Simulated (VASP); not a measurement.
A run of VASP 6.6.1:

File POSCAR:

```
Pd
1.0
    0.0000000000      1.9465000000      1.9465000000
    1.9465000000      0.0000000000      1.9465000000
    1.9465000000      1.9465000000      0.0000000000
Pd
1
Direct
    0.0000000000      0.0000000000      0.0000000000
```

File INCAR.step1:

```
SYSTEM = Pd
  ALGO = Normal
  EDIFF = 1E-4
  ENCUT = 520
  GGA = PE
  ISMEAR = -1
  LASPH = .True.
  LCHARG = .False.
  LDAU = .True.
  LDAUJ = 0
  LDAUL = 2
  LDAUTYPE = 2
  LDAUU = 5.3
  LMAXMIX = 4
  LREAL = .False.
  LWAVE = .True.
  NBANDS = 11
  NELM = 150
  PREC = Accurate
  SIGMA = 0.1
```

File INCAR.step2:

```
SYSTEM = Pd
  ALGO = Normal
  EDIFF = 1E-6
  ENCUT = 520
  ISIF = 2
  ISMEAR = -1
  ISTART = 1
  LASPH = .True.
  LCHARG = .False.
  LDAU = .True.
  LDAUJ = 0
  LDAUL = 2
  LDAUPRINT = 1
  LDAUTYPE = 2
  LDAUU = 5.3
  LMAXMIX = 4
  LMIXTAU = .True.
  LREAL = .False.
  LWAVE = .False.
  METAGGA = R2SCAN
  NBANDS = 11
  NELM = 150
  PREC = Accurate
  SIGMA = 0.1
```

Contents of KPOINTS:

```
k-points
0
Gamma
  12 12 12
  0 0 0
```

Potentials or basis: VASP PAW PBE potentials, release 64 (Pd).

The run is started by

```console
$ cat potpaw_PBE.64/Pd/POTCAR > POTCAR
$ cp INCAR.step1 INCAR
$ mpirun -np 1 vasp_std > vasp.out
$ cp INCAR.step2 INCAR
$ mpirun -np 1 vasp_std > vasp.out
```

Hardware: 1 thread of Intel(R) Xeon(R) Platinum 8488C (Sapphire Rapids), on a shared host.

**Question.** Estimate the wall time of this run.

**Answer.** Wall time 38 s on 1 thread of Intel(R) Xeon(R) Platinum 8488C (Sapphire Rapids), with other jobs on the host, peak memory 0.13 GiB. Counts: k points 72.
